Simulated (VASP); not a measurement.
# W in VASP: a series of runs

The runs below take W through single point, with LDA.

All numbers are computed with VASP 6.6.1; they aren't measurements. Logs are shortened: lines on timing, memory, paths and dates and some standing lists are left out, and cuts for length are marked.

### 1 The cell of the first run

The structure is cubic, space group Fm-3m (No. 225). The conventional cell has a = 4.087 Å, b = 4.087 Å, c = 4.087 Å, α = 90.00°, β = 90.00°, γ = 90.00°. W (site symmetry m-3m) has 12 W at 2.89 Å within 3.8 Å.

### 2 Single point, LDA (volume scaled by 1.02)

INCAR

```
SYSTEM = W
  PREC = Accurate
  ENCUT = 520
  EDIFF = 1E-7
  ISMEAR = -1
  SIGMA = 0.05
  LREAL = .FALSE.
  LASPH = .TRUE.
  NELM = 80
  ALGO = Normal
  ISIF = 2
  LWAVE = .FALSE.
  LCHARG = .FALSE.
  NBANDS = 13
```

KPOINTS

```
regular mesh
0
G
  14 14 14
  0 0 0
```

POSCAR

```
W
1.0
    0.0000000000      2.0434441004      2.0434441004
    2.0434441004      0.0000000000      2.0434441004
    2.0434441004      2.0434441004      0.0000000000
W
1
Direct
    0.0000000000      0.0000000000      0.0000000000
```

Potentials or basis: VASP PAW LDA potentials, release 64 (W_sv).

On the command line:

```
> cat potpaw_LDA.64/W_sv/POTCAR > POTCAR
> mpirun -np 1 vasp_std > vasp.out
```

OUTCAR:

```text
SYSTEM = W
   PREC = Accurate
   ENCUT = 520
   EDIFF = 1E-7
   ISMEAR = -1
   LREAL = .FALSE.
   LASPH = .TRUE.
   NELM = 80
   ISIF = 2

 ion  position               nearest neighbor table
   1  0.000  0.000  0.000-

  LATTYP: Found a face centered cubic cell.
 ALAT       =     4.0868882008

  Lattice vectors:

 A1 = (   0.0000000000,   2.0434441004,   2.0434441004)
 A2 = (   2.0434441004,   0.0000000000,   2.0434441004)
 A3 = (   2.0434441004,   2.0434441004,   0.0000000000)

Analysis of symmetry for initial positions (statically):
=====================================================================
 Subroutine PRICEL returns:
 Original cell was already a primitive cell.

 Routine SETGRP: Setting up the symmetry group for a
 face centered cubic supercell.

 Subroutine GETGRP returns: Found 48 space group operations
 (whereof 48 operations were pure point group operations)
 out of a pool of 48 trial point group operations.

The static configuration has the point symmetry O_h .

Analysis of symmetry for dynamics (positions and initial velocities):
=====================================================================
 Subroutine PRICEL returns:
 Original cell was already a primitive cell.

 Routine SETGRP: Setting up the symmetry group for a
 face centered cubic supercell.

 Subroutine GETGRP returns: Found 48 space group operations
 (whereof 48 operations were pure point group operations)
 out of a pool of 48 trial point group operations.

The dynamic configuration has the point symmetry O_h .

 Subroutine INISYM returns: Found 48 space group operations
 (whereof 48 operations are pure point group operations),
 and found     1 'primitive' translations

----------------------------------------------------------------------------------------

                                     Primitive cell

  volume of cell :      17.0655

  direct lattice vectors                    reciprocal lattice vectors
     0.000000000  2.043444100  2.043444100    -0.244684941  0.244684941  0.244684941
     2.043444100  0.000000000  2.043444100     0.244684941 -0.244684941  0.244684941
     2.043444100  2.043444100  0.000000000     0.244684941  0.244684941 -0.244684941

  length of vectors
     2.889866361  2.889866361  2.889866361     0.423806750  0.423806750  0.423806750

  position of ions in fractional coordinates (direct lattice)
     0.000000000  0.000000000  0.000000000

  ion indices of the primitive-cell ions
   primitive index   ion index
                 1           1

----------------------------------------------------------------------------------------

 KPOINTS: regular mesh

Automatic generation of k-mesh.
 Grid dimensions read from file:
 generate k-points for:   14   14   14

 Generating k-lattice:

  Cartesian coordinates                     Fractional coordinates (reciprocal lattice)
    -0.017477496  0.017477496  0.017477496     0.071428571  0.000000000  0.000000000
     0.017477496 -0.017477496  0.017477496     0.000000000  0.071428571  0.000000000
     0.017477496  0.017477496 -0.017477496     0.000000000  0.000000000  0.071428571

  Length of vectors
     0.030271911  0.030271911  0.030271911

  Shift w.r.t. Gamma in fractional coordinates (k-lattice)
     0.000000000  0.000000000  0.000000000

 Subroutine IBZKPT returns following result:
 ===========================================

 Found    104 irreducible k-points:

 Following reciprocal coordinates:
            Coordinates               Weight
  0.000000  0.000000  0.000000      1.000000
  0.071429  0.000000  0.000000      8.000000
  0.142857  0.000000  0.000000      8.000000
  0.214286  0.000000  0.000000      8.000000
  0.285714  0.000000  0.000000      8.000000
  0.357143  0.000000  0.000000      8.000000
[... 16 lines left out ...]
  0.214286  0.142857  0.000000     24.000000
  0.285714  0.142857  0.000000     24.000000
 [... further k-points ...]
   k-points           NKPTS =    104   k-points in BZ     NKDIM =    104   number of bands    NBANDS=     13
   number of dos      NEDOS =    301   number of ions     NIONS =      1
   total plane-waves  NPLWV =  13824
   dimension x,y,z NGX =    24 NGY =   24 NGZ =   24
   dimension x,y,z NGXF=    48 NGYF=   48 NGZF=   48
   ions per type =               1
   NGX,Y,Z   is equivalent  to a cutoff of  13.81, 13.81, 13.81 a.u.
   NGXF,Y,Z  is equivalent  to a cutoff of  27.61, 27.61, 27.61 a.u.
 SYSTEM =  W
   PREC   = accura    normal or accurate (medium, high low for compatibility)
   ISTART =      0    job   : 0-new  1-cont  2-samecut
   ICHARG =      2    charge: 1-file 2-atom 10-const
   ISPIN  =      1    spin polarized calculation?
   LNONCOLLINEAR =      F non collinear calculations
   LSORBIT =      F    spin-orbit coupling
   LASPH  =      T    aspherical Exc in radial PAW
   ENCUT  =  520.0 eV  38.22 Ry    6.18 a.u.   5.37  5.37  5.37*2*pi/ulx,y,z
   NELM   =     80;   NELMIN=  2; NELMDL= -5     # of ELM steps
   EDIFF  = 0.1E-06   stopping-criterion for ELM
   LREAL  =      F    real-space projection
   EDIFFG = 0.1E-05   stopping-criterion for IOM
   NSW    =      0    number of steps for IOM
   IBRION =     -1    ionic relax: 0-MD 1-quasi-New 2-CG
   NFREE  =      0    steps in history (QN), initial steepest desc. (CG)
   ISIF   =      2    stress and relaxation
   ISYM   =      2    0-nonsym 1-usesym 2-fastsym
   POTIM  = 0.5000    time-step for ionic-motion
   TEBEG  =    0.0;   TEEND  =   0.0 temperature during run
   PSTRESS=    0.0 pullay stress
   NELECT =      14.0000    total number of electrons
   NUPDOWN=      -1.0000    fix difference up-down
   EMIN   =  10.00;   EMAX   =-10.00  energy-range for DOS
   EFERMI =   0.00;   METHOD = LEGACY
   ISMEAR =    -1;   SIGMA  =   0.05  broadening in eV -4-tet -1-fermi 0-gaus
   EFERMI_NEDOS =   21; number of points for ismear=-14 and -15
   IALGO  =     38    algorithm
   IMIX   =      4    mixing-type and parameters
     AMIX     =   0.40;   BMIX     =  1.00
     AMIX_MAG =   1.60;   BMIX_MAG =  1.00
  volume/ion in A,a.u.               =      17.07       115.16
  Fermi-wavevector in a.u.,A,eV,Ry     =   1.532539  2.896078 31.955656  2.348674
  Thomas-Fermi vector in A             =   2.639731
   LORBIT       =      0    0 simple, 1 ext, 2 COOP (PROOUT), +10 PAW based schemes
   GGA     = CA    functional components
   LHFCALC =     F    Hartree Fock is set to
   AEXX    =    0.0000 exact exchange contribution
   IVDW    =     0    specifies the selected vdW correction
   LEPSILON=     F    determine dielectric tensor
   LRPA    =     F    only Hartree local field effects (RPA)
 non-spin polarized calculation
  energy-cutoff  :      520.00
  volume of cell :       17.07
 maximum number of plane-waves:       475
 NGX is ok and might be reduce to    24
   NGX = 11   NGY = 11   NGZ = 11

 number of electron      14.0000001 magnetization

 Free energy of the ion-electron system (eV)
  ---------------------------------------------------
  ext. energy  EPLUGINS =         0.00000000
  ---------------------------------------------------
  free energy    TOTEN  =       -13.52709496 eV

  energy without entropy =      -13.51638240  energy(sigma->0) =      -13.52173868

 E-fermi :   9.7945     XC(G=0): -13.4103

 val. band max:        9.7815432394   @ k =   0.2143   0.0714   0.0000
 cond. band min:       9.7980545945   @ k =  -0.1429   0.0714   0.0000
 fundamental gap:      0.0165113550
 Fermi energy:         9.7944571315

 k-point     1 :       0.0000    0.0000    0.0000
  band No.  band energies     occupation
      1     -63.4833      2.00000
      2     -27.4071      2.00000
      3     -27.4071      2.00000
      4     -27.4071      2.00000
      5       1.1197      2.00000
      6       9.2787      1.99993
      7       9.2787      1.99993
      8       9.2787      1.99993
      9      12.1952      0.00000
     10      12.1952      0.00000
     11      22.6468      0.00000
     12      27.6046      0.00000
     13      27.6046      0.00000

 k-point     2 :       0.0714    0.0000    0.0000
  band No.  band energies     occupation
      1     -63.4788      2.00000
      2     -27.4609      2.00000
      3     -27.4141      2.00000
      4     -27.4141      2.00000
      5       1.3340      2.00000
      6       9.1200      2.00000
      7       9.3775      1.99952
      8       9.3775      1.99952
      9      12.1093      0.00000
     10      12.1093      0.00000
     11      23.0700      0.00000
     12      26.7132      0.00000
     13      28.0029      0.00000

 k-point     3 :       0.1429    0.0000    0.0000
  band No.  band energies     occupation
      1     -63.4662      2.00000
      2     -27.6097      2.00000
      3     -27.4335      2.00000
      4     -27.4335      2.00000
      5       1.9396      2.00000
      6       8.7479      2.00000
      7       9.6044      1.95625
      8       9.6044      1.95625
      9      11.9638      0.00000
     10      11.9638      0.00000
     11      24.0492      0.00000
     12      25.3355      0.00000
     13      29.1364      0.00000

 k-point     4 :       0.2143    0.0000    0.0000
  band No.  band energies     occupation
      1     -63.4478      2.00000
      2     -27.8198      2.00000
      3     -27.4614      2.00000
      4     -27.4614      2.00000
      5       2.8086      2.00000
      6       8.4088      2.00000
      7       9.7318      1.55570
      8       9.7318      1.55570
      9      12.0706      0.00000
     10      12.0706      0.00000
     11      23.4136      0.00000
     12      25.9087      0.00000
     13      30.8545      0.00000

 k-point     5 :       0.2857    0.0000    0.0000
  band No.  band energies     occupation
      1     -63.4275      2.00000
      2     -28.0466      2.00000
      3     -27.4922      2.00000
      4     -27.4922      2.00000
      5       3.6803      2.00000
      6       8.4174      2.00000
      7       9.5925      1.96540
      8       9.5925      1.96540
      9      12.6434      0.00000
     10      12.6434      0.00000
     11      22.1868      0.00000
     12      26.0413      0.00000
     13      32.1828      0.00000
[... 257 lines left out ...]
 k-point    22 :       0.1429    0.1429    0.0000
  band No.  band energies     occupation
      1     -63.4605      2.00000
      2     -27.6037      2.00000
      3     -27.4785      2.00000
      4     -27.4785      2.00000
      5       2.2174      2.00000
      6       8.3173      2.00000
      7       9.9561      0.07587
      8       9.9561      0.07587
      9      11.0000      0.00000
     10      12.5652      0.00000
     11      24.7772      0.00000
     12      26.5048      0.00000
     13      28.2328      0.00000

 k-point    23 :       0.2143    0.1429    0.0000
  band No.  band energies     occupation
      1     -63.4467      2.00000
      2     -27.7401      2.00000
      3     -27.5137      2.00000
      4     -27.5054      2.00000
      5       2.8860      2.00000
      6       7.9213      2.00000
      7      10.0095      0.02675
      8      10.2720      0.00014
      9      10.8904      0.00000
     10      12.7700      0.00000
     11      25.5308      0.00000
     12      26.0788      0.00000
     13      28.6598      0.00000

 k-point    24 :       0.2857    0.1429    0.0000
  band No.  band energies     occupation
      1     -63.4290      2.00000
      2     -27.9262      2.00000
      3     -27.5485      2.00000
      4     -27.5379      2.00000
      5       3.7545      2.00000
      6       7.6536      2.00000
      7       9.4698      1.99698
      8      10.3804      0.00002
      9      11.6819      0.00000
     10      13.2027      0.00000
     11      24.2338      0.00000
     12      27.0689      0.00000
     13      29.1378      0.00000

 [... further k-points ...]

------------------------ aborting loop because EDIFF is reached ----------------------------------------

  FORCE on cell =-STRESS in cart. coord.  units (eV):
  Direction    XX          YY          ZZ          XY          YZ          ZX
  --------------------------------------------------------------------------------------
  -------------------------------------------------------------------------------------
  Total       -2.2361266     -2.2361266     -2.2361266      0.0000000     -0.0000000      0.0000000
  in kB     -209.9368522   -209.9368522   -209.9368522      0.0000000     -0.0000000      0.0000000
  external PRESSURE =    -209.9368522 kB  Pullay stress =       0.0000000 kB

 VOLUME and BASIS-vectors are now :
 -----------------------------------------------------------------------------
  energy-cutoff  :      520.00
  volume of cell :       17.07
      direct lattice vectors                 reciprocal lattice vectors
     0.000000000  2.043444100  2.043444100    -0.244684941  0.244684941  0.244684941
     2.043444100  0.000000000  2.043444100     0.244684941 -0.244684941  0.244684941
     2.043444100  2.043444100  0.000000000     0.244684941  0.244684941 -0.244684941

 POSITION                                       TOTAL-FORCE (eV/Angst)
 -----------------------------------------------------------------------------------
      0.00000      0.00000      0.00000        -0.000000     -0.000000      0.000000
 -----------------------------------------------------------------------------------
    total drift:                                0.000000      0.000000      0.000000

  FREE ENERGIE OF THE ION-ELECTRON SYSTEM (eV)
  ---------------------------------------------------
  free  energy   TOTEN  =       -13.5270949643 eV

  energy  without entropy=      -13.5163824010  energy(sigma->0) =      -13.52173868
```

Run time: 11 s. Hardware: 1 thread of Intel Xeon 6975P-C, shared host; peak memory 0.14 GiB.

What came out:

- Free energy: -13.5271 eV
- Pressure: -21.0 GPa
- Band gap on the k mesh: zero (band 7 reaches 12.80 eV, above the bottom of band 8 at 9.28 eV)

Levels at points of the mesh, in eV from the Fermi level:
```
           k point  band 3  band 4  band 5  band 6  band 7  band 8  band 9  band 10  band 11  band 12
(0.00, 0.00, 0.00)  -37.20  -37.20   -8.67   -0.52   -0.52   -0.52    2.40     2.40    12.85    17.81
(0.50, 0.00, 0.00)  -37.34  -37.34   -5.34   -0.73   -0.73    0.70    4.76     4.76     9.73    12.48
(0.50, 0.50, 0.00)  -37.57  -37.57   -5.19   -4.25    3.01    4.70    5.46     5.46    11.50    11.50
```

Caveat: spin-orbit coupling is left out, which moves the levels of the heavy elements.

### 3 Single point, LDA (volume scaled by 1.06)

INCAR

```
  PREC = Accurate
  ENCUT = 520
  EDIFF = 1E-6
  ISMEAR = -1
  SIGMA = 0.05
  LREAL = False
  LASPH = True
  NELM = 100
  ALGO = Normal
  ISIF = 2
  LWAVE = False
  LCHARG = False
  GGA = CA
  NBANDS = 13
```

KPOINTS

```
Automatic mesh
0
Gamma
  14 14 14
```

POSCAR

```
W
1.0
    0.0000000000      2.0698140295      2.0698140295
    2.0698140295      0.0000000000      2.0698140295
    2.0698140295      2.0698140295      0.0000000000
W
1
Direct
    0.0000000000      0.0000000000      0.0000000000
```

Potentials or basis: VASP PAW LDA potentials, release 64 (W_sv).

On the command line:

```
> cat potpaw_LDA.64/W_sv/POTCAR > POTCAR
> mpirun -np 1 vasp_std > vasp.out
```

Run time: 12 s. Hardware: 1 thread of Intel Xeon 6975P-C, shared host; peak memory 0.14 GiB.

Results (log left out):

* Free energy: -13.4227 eV
* Pressure: -28.9 GPa
* Band gap on the k mesh: zero (band 7 reaches 12.11 eV, above the bottom of band 8 at 8.81 eV)

Levels at points of the mesh, in eV from the Fermi level:
```
           k point  band 3  band 4  band 5  band 6  band 7  band 8  band 9  band 10  band 11  band 12
(0.00, 0.00, 0.00)  -37.32  -37.32   -8.48   -0.48   -0.48   -0.48    2.27     2.27    12.79    17.56
(0.50, 0.00, 0.00)  -37.45  -37.45   -5.15   -0.68   -0.68    0.61    4.50     4.50     9.19    12.41
(0.50, 0.50, 0.00)  -37.65  -37.65   -4.94   -4.04    2.82    4.44    5.16     5.16    11.18    11.18
```

Caveat: spin-orbit coupling is left out, which moves the levels of the heavy elements.

### 4 Single point, LDA (equal xx and yy strain of +1 %)

INCAR

```
  PREC = Accurate
  ENCUT = 520
  EDIFF = 1E-7
  ISMEAR = -1
  SIGMA = 0.05
  LREAL = F
  LASPH = T
  NELM = 80
  ALGO = Normal
  ISIF = 2
  LWAVE = F
  LCHARG = F
  GGA = CA
  NBANDS = 13
```

KPOINTS

```
regular mesh
0
Gamma
  14 14 14
```

POSCAR

```
W
1.0
    0.0000000000      2.0503000000      2.0300000000
    2.0503000000      0.0000000000      2.0300000000
    2.0503000000      2.0503000000      0.0000000000
W
1
Direct
    0.0000000000      0.0000000000      0.0000000000
```

On the command line:

```
> cat potpaw_LDA.64/W_sv/POTCAR > POTCAR
> mpirun -np 1 vasp_std > vasp.out
```

Wall time 36 s (1 thread of AMD EPYC 7R13 (Zen 3), shared host); peak memory 0.14 GiB.

Results (log left out):

| Item | Value |
| --- | --- |
| Free energy | -13.5279 eV |
| Pressure | -21.0 GPa |
| Band gap on the k mesh | zero (band 7 reaches 12.93 eV, above the bottom of band 8 at 9.32 eV) |

Stress tensor (GPa, compression positive):
```
-20.03   0.00   0.00
  0.00 -20.03   0.00
  0.00   0.00 -23.02
```

Levels at points of the mesh, in eV from the Fermi level:
```tsv
k point	band 5	band 6	band 7	band 8	band 9	band 10
(0.00, 0.00, 0.00)	-8.68	-0.56	-0.56	-0.44	2.31	2.49
(0.50, 0.00, 0.00)	-5.34	-0.81	-0.67	0.70	4.71	4.80
(0.50, 0.50, 0.00)	-5.18	-4.27	3.13	4.69	5.46	5.46
(0.50, 0.00, 0.50)	-5.19	-4.25	2.94	4.70	5.38	5.52
```

Caveat: the cell differs from its parent crystal (equal xx and yy strain of +1 %); spin-orbit coupling is left out, which moves the levels of the heavy elements.

### 5 Single point, LDA (equal xy, yz and zx shear strains of -3 %)

INCAR

```
  ALGO = Normal
  EDIFF = 1E-6
  ENCUT = 520
  ISIF = 2
  ISMEAR = -1
  LASPH = True
  LCHARG = False
  LREAL = False
  LWAVE = False
  NBANDS = 13
  NELM = 80
  PREC = Accurate
  SIGMA = 0.05
```

KPOINTS

```
k-points
0
Gamma
  14 14 14
```

POSCAR

```
W
1.0
   -0.0609000000      1.9995500000      1.9995500000
    1.9995500000     -0.0609000000      1.9995500000
    1.9995500000      1.9995500000     -0.0609000000
W
1
Direct
    0.0000000000      0.0000000000      0.0000000000
```

On the command line:

```
> cat potpaw_LDA.64/W_sv/POTCAR > POTCAR
> mpirun -np 1 vasp_std > vasp.out
```

Run time: 44 s. Hardware: 1 thread of AMD EPYC 7R13 (Zen 3), shared host; peak memory 0.15 GiB.

Results (log left out):

```
Free energy            : -13.5855 eV
Pressure               : -15.8 GPa
Band gap on the k mesh : zero (band 7 reaches 13.20 eV, above the bottom of band 8 at 9.61 eV)
```

Stress tensor (GPa, compression positive):
```
-15.79  -3.03  -3.03
 -3.03 -15.79  -3.03
 -3.03  -3.03 -15.79
```

Levels at points of the mesh, in eV from the Fermi level:
```csv
k point,band 3,band 4,band 5,band 6,band 7,band 8,band 9,band 10,band 11,band 12
"(0.00, 0.00, 0.00)",-37.25,-37.14,-8.84,-0.90,-0.90,-0.07,2.43,2.43,12.81,17.51
"(0.50, 0.00, 0.00)",-37.36,-37.31,-5.54,-1.18,-0.36,0.55,4.46,5.00,9.83,12.58
"(0.50, 0.50, 0.00)",-37.67,-37.55,-5.39,-4.45,3.06,4.68,5.50,5.66,11.14,12.11
"(0.50, 0.50, 0.50)",-37.43,-37.43,-5.44,-1.02,-1.02,1.17,5.03,5.03,10.56,12.12
```

Caveat: the cell differs from its parent crystal (equal xy, yz and zx shear strains of -3 %); spin-orbit coupling is left out, which moves the levels of the heavy elements.

### 6 Overview

| cell | gap on the mesh (eV) | pressure (GPa) |
| --- | --- | --- |
| a = 2.890 Å, angles 60.0°, 1 atom | none | -21.0 |
| a = 2.927 Å, angles 60.0°, 1 atom | none | -28.9 |
| a = 2.885, b = 2.885, c = 2.900 Å, angles 59.8, 59.8, 60.3°, 1 atom | none | -21.0 |
| a = 2.828 Å, angles 62.0°, 1 atom | none | -15.8 |

Alike in all rows: task single point; level LDA; potentials or basis VASP PAW LDA potentials, release 64 (W_sv); no spin polarisation; k mesh 14 × 14 × 14; cutoff (eV) 520; smearing fermi-dirac 0.05 eV.

Caveats: spin-orbit coupling is left out, which moves the levels of the heavy elements.

Absolute energies hang on the potentials; compare differences alone.
